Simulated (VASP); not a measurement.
# CdS in VASP: notebook, part 2 of 2

VASP 6.6.1.

### Step 3. Single point, PBE+D3(BJ)

Contents of INCAR:

```
SYSTEM = CdS
PREC = Accurate
ENCUT = 520
EDIFF = 1E-6
ISMEAR = 0
SIGMA = 0.1
LREAL = .False.
LASPH = .True.
NELM = 60
ALGO = Normal
ISIF = 2
LWAVE = .False.
LCHARG = .False.
LDIPOL = .True.
IDIPOL = 3
DIPOL = 0.5 0.5 0.500
GGA = PE
IVDW = 12
NBANDS = 26
```

Contents of KPOINTS:

```
Automatic mesh
0
Gamma
  6 6 1
  0 0 0
```

Contents of POSCAR:

```
CdS
1.0
    4.3038180100      0.0000000000      0.0000000000
   -2.1519084600      3.7272151900      0.0000000000
    0.0000000000      0.0000000000     19.0000000000
Cd S
2 2
Direct
    0.3333333300      0.6666666700      0.4005263200
    0.3333333300      0.6666666700      0.5994736800
    0.0000000000      0.0000000000      0.3904842200
    0.6666666700      0.3333333300      0.6095157800
```

Potentials or basis: VASP PAW PBE potentials, release 64 (Cd, S).

Command:

```sh
$ cat potpaw_PBE.64/Cd/POTCAR potpaw_PBE.64/S/POTCAR > POTCAR
$ mpirun -np 1 vasp_std > vasp.out
```

OUTCAR:

```text
SYSTEM = CdS
   PREC = Accurate
   ENCUT = 520
   EDIFF = 1E-6
   ISMEAR = 0
   LREAL = .False.
   LASPH = .True.
   NELM = 60
   ISIF = 2
   GGA = PE
   IVDW = 12
 IVDW          = 12

 ion  position               nearest neighbor table
   1  0.333  0.667  0.401-   3 2.49   3 2.49   3 2.49   2 3.78
   2  0.333  0.667  0.599-   4 2.49   4 2.49   4 2.49   1 3.78
   3  0.000  0.000  0.390-   1 2.49   1 2.49   1 2.49
   4  0.667  0.333  0.610-   2 2.49   2 2.49   2 2.49

  LATTYP: Found a hexagonal cell.
 ALAT       =     4.3038180100
 C/A-ratio  =     4.4146848115

  Lattice vectors:

 A1 = (   4.3038180100,   0.0000000000,   0.0000000000)
 A2 = (  -2.1519084600,   3.7272151900,   0.0000000000)
 A3 = (   0.0000000000,   0.0000000000,  19.0000000000)

Analysis of symmetry for initial positions (statically):
=====================================================================
 Subroutine PRICEL returns:
 Original cell was already a primitive cell.

 Routine SETGRP: Setting up the symmetry group for a
 hexagonal supercell.

 Subroutine GETGRP returns: Found 12 space group operations
 (whereof  6 operations were pure point group operations)
 out of a pool of 24 trial point group operations.

The static configuration has the point symmetry C_3v.
 The point group associated with its full space group is D_3d.

Analysis of symmetry for dynamics (positions and initial velocities):
=====================================================================
 Subroutine PRICEL returns:
 Original cell was already a primitive cell.

 Routine SETGRP: Setting up the symmetry group for a
 hexagonal supercell.

 Subroutine GETGRP returns: Found 12 space group operations
 (whereof  6 operations were pure point group operations)
 out of a pool of 24 trial point group operations.

The dynamic configuration has the point symmetry C_3v.
 The point group associated with its full space group is D_3d.

[... 108 lines left out ...]
   LORBIT       =      0    0 simple, 1 ext, 2 COOP (PROOUT), +10 PAW based schemes
   GGA     = PE    functional components
   LHFCALC =     F    Hartree Fock is set to
   AEXX    =    0.0000 exact exchange contribution
   IVDW    =    12    specifies the selected vdW correction
   LEPSILON=     F    determine dielectric tensor
   LRPA    =     F    only Hartree local field effects (RPA)
 non-spin polarized calculation
 Gauss-broadening in eV      SIGMA  =   0.10
  energy-cutoff  :      520.00
  volume of cell :      304.78
 maximum number of plane-waves:      8230
   NGX = 17   NGY = 17   NGZ = 71

 dipolmoment           0.000000      0.000000      0.000000 electrons x Angstroem

 number of electron      35.9999991 magnetization

 dipolmoment           0.000000      0.000000     -0.000001 electrons x Angstroem

 Free energy of the ion-electron system (eV)
  ---------------------------------------------------
  ext. energy  EPLUGINS =         0.00000000
  ---------------------------------------------------
  free energy    TOTEN  =       -11.25249757 eV

  energy without entropy =      -11.25249757  energy(sigma->0) =      -11.25249757

 E-fermi :  -3.3159     XC(G=0):  -3.7641

 val. band max:       -3.7958728567   @ k =   0.0000   0.0000   0.0000
 cond. band min:      -2.4929049023   @ k =   0.0000   0.0000   0.0000
 fundamental gap:      1.3029679544
 Fermi energy:        -3.3158553595

 k-point     1 :       0.0000    0.0000    0.0000
  band No.  band energies     occupation
      1     -15.2561      2.00000
      2     -15.2097      2.00000
      3     -11.3390      2.00000
      4     -11.3390      2.00000
      5     -11.3312      2.00000
      6     -11.3312      2.00000
[... 192 lines left out ...]
     25       4.1144      0.00000
     26       4.1144      0.00000

------------------------ aborting loop because EDIFF is reached ----------------------------------------

 vacuum level on the upper side and lower side of the slab       (xc-potential included)        -0.165        -0.164

 Edisp (eV)   -0.69386

 E8    (eV) :    -0.2914

  FORCE on cell =-STRESS in cart. coord.  units (eV):
  Direction    XX          YY          ZZ          XY          YZ          ZX
  --------------------------------------------------------------------------------------
  -------------------------------------------------------------------------------------
  Total      -2.47418    -2.47418    -0.42677    -0.00000     0.00000    -0.00000
  in kB     -13.00619   -13.00619    -2.24342    -0.00000     0.00000    -0.00000
  external pressure =       -9.42 kB  Pullay stress =        0.00 kB

 VOLUME and BASIS-vectors are now :
 -----------------------------------------------------------------------------
  energy-cutoff  :      520.00
  volume of cell :      304.78
      direct lattice vectors                 reciprocal lattice vectors
     4.303818010  0.000000000  0.000000000     0.232351832  0.134148378  0.000000000
    -2.151908460  3.727215190  0.000000000     0.000000000  0.268296825  0.000000000
     0.000000000  0.000000000 19.000000000     0.000000000  0.000000000  0.052631579

 POSITION                                       TOTAL-FORCE (eV/Angst)
 -----------------------------------------------------------------------------------
      0.00000      2.48481      7.61000         0.000000      0.000000     -0.028052
      0.00000      2.48481     11.39000        -0.000000     -0.000000      0.028052
      0.00000      0.00000      7.41920        -0.000000      0.000000      0.121662
      2.15191      1.24241     11.58080         0.000000     -0.000000     -0.121662
 -----------------------------------------------------------------------------------
    total drift:                                0.000002     -0.000001     -0.000032

  FREE ENERGIE OF THE ION-ELECTRON SYSTEM (eV)
  ---------------------------------------------------
  free  energy   TOTEN  =       -11.9463545226 eV

  energy  without entropy=      -11.9463545226  energy(sigma->0) =      -11.94635452

 vacuum level on the upper side and lower side of the slab         2.176         2.176
```

Run time: 97 s. Hardware: 1 thread of Intel Xeon Platinum 8488C (Sapphire Rapids), shared host; peak memory 0.36 GiB.

Results:

```
Free energy                : -11.9464 eV
Largest force              : 0.122 eV/Å
Band gap on the k mesh     : 1.30 eV, direct
Dispersion energy per atom : -0.173 eV
```

Forces on the atoms (eV/Å):
```
Cd   0.000  0.000 -0.028
Cd   0.000  0.000  0.028
S    0.000  0.000  0.122
S    0.000  0.000 -0.122
```

Levels at points of the mesh, in eV from the valence-band top:
| k point | band 14 | band 15 | band 16 | band 17 | band 18 | band 19 | band 20 | band 21 | band 22 | band 23 |
| --- | --- | --- | --- | --- | --- | --- | --- | --- | --- | --- |
| (0.00, 0.00, 0.00) | -0.64 | -0.01 | -0.01 | 0.00 | 0.00 | 1.30 | 1.95 | 5.36 | 5.72 | 5.91 |
| (0.50, 0.00, 0.00) | -3.30 | -1.24 | -1.15 | -0.22 | -0.16 | 3.05 | 3.86 | 4.46 | 5.80 | 7.18 |

### Step 4. Single point, PBE+D3(BJ)

This run uses another cell than the first one, of 123.74 Å³/atom, 1.624 times its volume.

Contents of INCAR:

```
ALGO = Normal ; DIPOL = 0.5 0.5 0.296
EDIFF = 1E-6 ; ENCUT = 520
GGA = PE ; IDIPOL = 3
ISIF = 2 ; ISMEAR = 0
IVDW = 12 ; LASPH = True
LCHARG = False ; LDIPOL = True
LREAL = False ; LWAVE = False
NBANDS = 26 ; NELM = 100
PREC = Accurate ; SIGMA = 0.1
```

Contents of KPOINTS:

```
k-points
0
Gamma
  6 6 1
```

Contents of POSCAR:

```
CdS
1.0
    4.2179921172     -0.0000003084      0.0000000000
   -2.1089957915      3.6528884806      0.0000000000
    0.0000000000      0.0000000000     32.1231992800
Cd S
2 2
Direct
    0.3333333333      0.6666666667      0.2426147585
    0.3333333333      0.6666666667      0.3488580843
    0.0000000000      0.0000000000      0.2380644943
    0.6666666667      0.3333333333      0.3534083485
```

Command:

```sh
$ cat potpaw_PBE.64/Cd/POTCAR potpaw_PBE.64/S/POTCAR > POTCAR
$ mpirun -np 1 vasp_std > vasp.out
```

Run time: 2.2 min. Hardware: 1 thread of Intel Xeon Platinum 8488C (Sapphire Rapids), shared host; peak memory 0.53 GiB.

Results (log left out):

```
Free energy                : -12.0156 eV
Largest force              : 0.010 eV/Å
Band gap on the k mesh     : 1.36 eV, direct
Dispersion energy per atom : -0.197 eV
```

Forces in eV/Å, atoms in the order of the input:
```
Cd   0.000  0.000 -0.005
Cd   0.000  0.000  0.005
S    0.000  0.000  0.010
S    0.000  0.000 -0.010
```

Levels at points of the mesh, in eV from the valence-band top:
| k point | band 15 | band 16 | band 17 | band 18 | band 19 | band 20 | band 21 | band 22 |
| --- | --- | --- | --- | --- | --- | --- | --- | --- |
| (0.00, 0.00, 0.00) | -0.03 | -0.03 | 0.00 | 0.00 | 1.36 | 2.27 | 5.27 | 5.41 |
| (0.50, 0.00, 0.00) | -1.46 | -1.27 | -0.37 | -0.29 | 2.94 | 3.97 | 4.46 | 6.09 |

### Step 5. Single point, PBE+D3(BJ)

This run uses another cell than the first one, of 124.21 Å³/atom, 1.630 times its volume.

Contents of INCAR:

```
SYSTEM = CdS
PREC = Accurate ; ENCUT = 520
EDIFF = 1E-6 ; ISMEAR = 0
SIGMA = 0.02 ; LREAL = .False.
LASPH = .True. ; NELM = 60
ALGO = Normal ; ISIF = 2
LWAVE = .False. ; LCHARG = .True.
LDIPOL = .True. ; IDIPOL = 3
DIPOL = 0.5 0.5 0.296 ; GGA = PE
IVDW = 12 ; LELF = .True.
LVHAR = .True. ; LVACPOTAV = .True.
NBANDS = 26
```

Contents of KPOINTS:

```
Automatic mesh
0
Gamma
  6 6 1
  0 0 0
```

Contents of POSCAR:

```
CdS
1.0
    4.2260685568     -0.0000003090      0.0000000000
   -2.1130340108      3.6598828828      0.0000000000
    0.0000000000      0.0000000000     32.1231992800
Cd S
2 2
Direct
    0.3333333333      0.6666666667      0.2414829232
    0.3333333333      0.6666666667      0.3499899196
    0.0000000000      0.0000000000      0.2403449662
    0.6666666667      0.3333333333      0.3511278766
```

Command:

```sh
$ cat potpaw_PBE.64/Cd/POTCAR potpaw_PBE.64/S/POTCAR > POTCAR
$ mpirun -np 1 vasp_std > vasp.out
```

Run time: 3.3 min. Hardware: 1 thread of Intel Xeon Platinum 8488C (Sapphire Rapids), shared host; peak memory 0.55 GiB.

It converged, with:

* Free energy: -12.0179 eV
* Largest force: 0.003 eV/Å
* Band gap on the k mesh: 1.33 eV, direct
* Dispersion energy per atom: -0.197 eV

Forces on the atoms (eV/Å):
```
Cd   0.000  0.000 -0.001
Cd   0.000  0.000  0.001
S    0.000  0.000 -0.003
S    0.000  0.000  0.003
```

Levels at points of the mesh, in eV from the valence-band top:
| k point | band 15 | band 16 | band 17 | band 18 | band 19 | band 20 | band 21 | band 22 |
| --- | --- | --- | --- | --- | --- | --- | --- | --- |
| (0.00, 0.00, 0.00) | -0.01 | -0.01 | 0.00 | 0.00 | 1.33 | 2.27 | 5.18 | 5.32 |
| (0.50, 0.00, 0.00) | -1.47 | -1.25 | -0.35 | -0.24 | 3.14 | 3.90 | 4.39 | 5.97 |

### Step 6. Single point, PBE+D3(BJ)

This run uses another cell than the first one, of 123.74 Å³/atom, 1.624 times its volume.

Contents of INCAR:

```
SYSTEM = CdS
ALGO     = Normal         ! electronic algorithm
DIPOL    = 0.5 0.5 0.296
EDIFF    = 1E-6           ! SCF threshold, eV
ENCUT    = 520            ! plane-wave cutoff, eV
GGA      = PE             ! functional
IDIPOL   = 3            
ISIF     = 2              ! what is computed and relaxed
ISMEAR   = 0              ! smearing method
IVDW     = 12             ! dispersion correction
LASPH    = .TRUE.         ! aspherical terms in the spheres
LCHARG   = .TRUE.         ! write CHGCAR
LDIPOL   = .TRUE.       
LELF     = .TRUE.         ! ELF
LREAL    = .FALSE.        ! projectors in reciprocal space
LVACPOTAV= .TRUE.       
LVHAR    = .TRUE.       
LWAVE    = .FALSE.        ! write WAVECAR
NBANDS   = 26             ! bands
NELM     = 80             ! most SCF steps
PREC     = Accurate       ! precision mode
SIGMA    = 0.02           ! smearing width, eV
```

Contents of KPOINTS:

```
k-points
0
G
  6 6 1
  0 0 0
```

Contents of POSCAR:

```
CdS
1.0
    4.2179921172     -0.0000003084      0.0000000000
   -2.1089957915      3.6528884806      0.0000000000
    0.0000000000      0.0000000000     32.1231992800
Cd S
2 2
Direct
    0.3333333333      0.6666666667      0.2426147585
    0.3333333333      0.6666666667      0.3488580843
    0.0000000000      0.0000000000      0.2380644943
    0.6666666667      0.3333333333      0.3534083485
```

Potentials or basis: VASP PAW PBE potentials, release 64 (Cd, S).

Command:

```sh
$ cat potpaw_PBE.64/Cd/POTCAR potpaw_PBE.64/S/POTCAR > POTCAR
$ mpirun -np 1 vasp_std > vasp.out
```

It took 2.4 min on 1 thread of Intel Xeon Platinum 8488C (Sapphire Rapids), shared host; peak memory 0.54 GiB.

The run converged. Its results:

* Free energy: -12.0156 eV
* Largest force: 0.010 eV/Å
* Band gap on the k mesh: 1.36 eV, direct
* Dispersion energy per atom: -0.197 eV

Forces in eV/Å, atoms in the order of the input:
```
Cd   0.000  0.000 -0.005
Cd   0.000  0.000  0.005
S    0.000  0.000  0.010
S    0.000  0.000 -0.010
```

Levels at points of the mesh, in eV from the valence-band top:
```tsv
k point	band 15	band 16	band 17	band 18	band 19	band 20	band 21	band 22
(0.00, 0.00, 0.00)	-0.03	-0.03	0.00	0.00	1.36	2.27	5.27	5.41
(0.50, 0.00, 0.00)	-1.46	-1.27	-0.37	-0.29	2.94	3.97	4.46	6.09
```

### Step 7. Summary

```tsv
cell	smearing	gap on the mesh (eV)	largest force (eV/Å)
a = 4.304, b = 4.304, c = 19.000 Å, angles 90.0, 90.0, 120.0°, 4 atoms	gaussian 0.1 eV	1.30	0.12
a = 4.218, b = 4.218, c = 32.123 Å, angles 90.0, 90.0, 120.0°, 4 atoms	gaussian 0.1 eV	1.36	0.01
a = 4.226, b = 4.226, c = 32.123 Å, angles 90.0, 90.0, 120.0°, 4 atoms	gaussian 0.02 eV	1.33	-
a = 4.218, b = 4.218, c = 32.123 Å, angles 90.0, 90.0, 120.0°, 4 atoms	gaussian 0.02 eV	1.36	0.01
```

Alike in all rows: task single point; level PBE+D3(BJ); potentials or basis VASP PAW PBE potentials, release 64 (Cd, S); no spin polarisation; k mesh 6 × 6 × 1; cutoff (eV) 520.

Absolute energies hang on the potentials; compare differences alone.
